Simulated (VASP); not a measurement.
Input of a VASP 6.6.1 run:

Contents of INCAR:

```
PREC = Accurate
ENCUT = 520
EDIFF = 1E-6
ISMEAR = 0
SIGMA = 0.05
LREAL = F
LASPH = T
NELM = 60
ALGO = Normal
ISIF = 2
LWAVE = F
LCHARG = T
GGA = PS
LELF = T
LVHAR = T
NBANDS = 18
```

Contents of KPOINTS:

```
Automatic mesh
0
Gamma
  19 19 9
```

Contents of POSCAR:

```
Ta
1.0
    2.8636458100      0.0000028502      0.0000000000
   -1.4318253733      2.4799885938      0.0000000000
    0.0000000000      0.0000000000      5.1008492243
Ta
2
Direct
    0.6666666667      0.3333333333      0.7500000000
    0.3333333333      0.6666666667      0.2500000000
```

Potentials or basis: VASP PAW PBE potentials, release 64 (Ta_pv).

The run is started by

```bash
$ cat potpaw_PBE.64/Ta_pv/POTCAR > POTCAR
$ mpirun -np 1 vasp_std > vasp.out
```

Task: Predict the pressure.

Result: 0.0 GPa.

Task: Estimate the band gap on the k mesh.

Result: Zero (band 11 reaches 7.00 eV, above the bottom of band 12 at 5.04 eV).

Stress tensor (GPa, compression positive):
```
 0.13  0.00  0.00
 0.00  0.13  0.00
 0.00  0.00 -0.28
```

Caveat: the PAW data sets were made with another functional, which shifts forces and pressure a little; spin-orbit coupling is left out, which moves the levels of the heavy elements.
